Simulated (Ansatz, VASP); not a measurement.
P: VASP beside Ansatz

Contents of INCAR:

```
SYSTEM = P
  ALGO = Normal
  EDIFF = 1E-6
  ENCUT = 520
  GGA = PE
  ISIF = 2
  ISMEAR = -1
  LASPH = .TRUE.
  LCHARG = .FALSE.
  LREAL = .FALSE.
  LWAVE = .FALSE.
  NBANDS = 12
  NELM = 60
  PREC = Accurate
  SIGMA = 0.05
```

KPOINTS

```
k-points
0
G
  15 15 15
  0 0 0
```

Contents of POSCAR:

```
P
1.0
    1.6221010548     -0.9365204806      2.6500966465
    0.0000000000      1.8730409612      2.6500966465
   -1.6221010548     -0.9365204806      2.6500966465
P
2
Direct
    0.2500079978      0.2500079978      0.2500079978
   -0.2500079978     -0.2500079978     -0.2500079978
```

Input for Ansatz:

```yaml
crystal:
  lattice:
    - [1.6221010548, -0.9365204806, 2.6500966465]
    - [0.0, 1.8730409612, 2.6500966465]
    - [-1.6221010548, -0.9365204806, 2.6500966465]
  atoms:
    - { symbol: P, position: [0.2500079978, 0.2500079978, 0.2500079978] }
    - { symbol: P, position: [-0.2500079978, -0.2500079978, -0.2500079978] }
kpoints:
  mp_grid: { grid: [15, 15, 15] }
scf:
  occupations: { method: fermi_dirac, width: 0.05 }
hamiltonian:
  xc: pbe
  pseudopotentials: { kind: paw }
output:
  forces: true
  stress: true
  eigenvalues: true
  populations: true
```

Change from the starting cell: volume scaled by 0.75, PAW files.

Alike in both runs: task single point; functional PBE; k mesh 15 × 15 × 15; occupations fermi-dirac, width 0.05 eV; no spin polarisation.

|  | VASP | Ansatz |
| --- | --- | --- |
| version | VASP 6.6.1 | Ansatz 0.2.0 |
| potentials or method | VASP PAW PBE potentials, release 64 (P) | PAW with Ansatz's default frozen-core files, scalar-relativistic |
| plane-wave cutoff (eV) | 520 | 420 |
| valence electrons in the cell | 10 | 10 |

```tsv
	VASP	Ansatz	Ansatz less VASP
pressure (GPa)	32.6	33.2	+0.58
```

Both programs put the cell under a high pressure, so it lies far from rest at this level.
